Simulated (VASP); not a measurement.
# CaS (a.bA): single point with PBEsol

Crystal: CaS (a.bA).

```xyz
2
Lattice="0.0000 2.8164 2.8164 2.8164 0.0000 2.8164 2.8164 2.8164 0.0000" Properties=species:S:1:pos:R:3 pbc="T T T"
Ca    0.0000    0.0000    0.0000
S     2.8164    2.8164    2.8164
```

```json
{
  "Program": "VASP 6.6.1",
  "Task": "single point",
  "Functional": "PBEsol",
  "Potentials or basis": "VASP PAW PBE potentials, release 64 (Ca_sv, S)",
  "Cutoff": "500 eV",
  "k mesh": "8 × 8 × 8",
  "Occupations": "gaussian, width 0.02 eV",
  "Spin": "no spin polarisation"
}
```

The pressure is 0.2 GPa and the band gap on the k mesh is 2.15 eV, indirect (least direct gap 3.00 eV).

Levels at points of the mesh, in eV from the valence-band top:
```
           k point  band 6  band 7  band 8  band 9  band 10  band 11
(0.00, 0.00, 0.00)    0.00    0.00    0.00    4.08     4.08     4.08
(0.50, 0.00, 0.00)   -3.28   -1.25   -1.25    5.12     6.12     6.27
(0.50, 0.50, 0.00)   -2.39   -0.84   -0.84    2.15     5.64     6.05
```

Run time: 11 s on 1 thread of Intel(R) Xeon(R) 6975P-C (Granite Rapids), on a shared host, peak memory 0.17 GiB.

Caveat: the PAW data sets were made with another functional, which shifts forces and pressure a little. PBEsol gaps usually lie below the measured ones, often by a third to a half.
